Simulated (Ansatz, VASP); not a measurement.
**One calculation of Y3LuO2, two programs**

```
Y Lu O
1.0
     4.55494    0.00000    0.00000
     0.00000    4.55494    0.00000
     0.00000    0.00000    6.43931
Y Lu O
3 1 2
Cartesian
  2.2775 0.0000 6.4257
  0.0000 2.2775 6.4257
  0.0000 0.0000 2.7733
  2.2775 2.2775 3.7020
  2.2775 2.2775 5.8482
  0.0000 0.0000 0.5823
```

Change from the starting cell: species swapped into the Zr2P3S type (P4mm, No. 99).

Alike in both runs: functional PBE; k mesh 4 × 4 × 4; occupations gaussian, width 0.1 eV; no spin polarisation.

Ansatz relaxed the structure, and its values are those at the end. VASP's run is a single point on that final structure, the one shown.

|  | VASP | Ansatz |
| --- | --- | --- |
| version | VASP 6.6.1 | Ansatz 0.2.0 |
| potentials or method | VASP PAW PBE potentials, release 64 (Y_sv, Lu, O), cutoff 520 eV | scalar-relativistic, plane waves, PAW |
| valence electrons in the cell | 70 | 70 |

Ansatz gave:

- gap on the k mesh at the Fermi level (eV): 0.27
- least direct gap on the mesh (eV): 0.40
- pressure (GPa): 0.0
- rms of the force components (eV/Å): 0.001

Question: Estimate VASP's values.

Answer: gap on the k mesh at the Fermi level (eV): 0.27; least direct gap on the mesh (eV): 0.40; pressure (GPa): 0.0; rms of the force components (eV/Å): 0.033.

Neither program's run includes spin-orbit coupling.
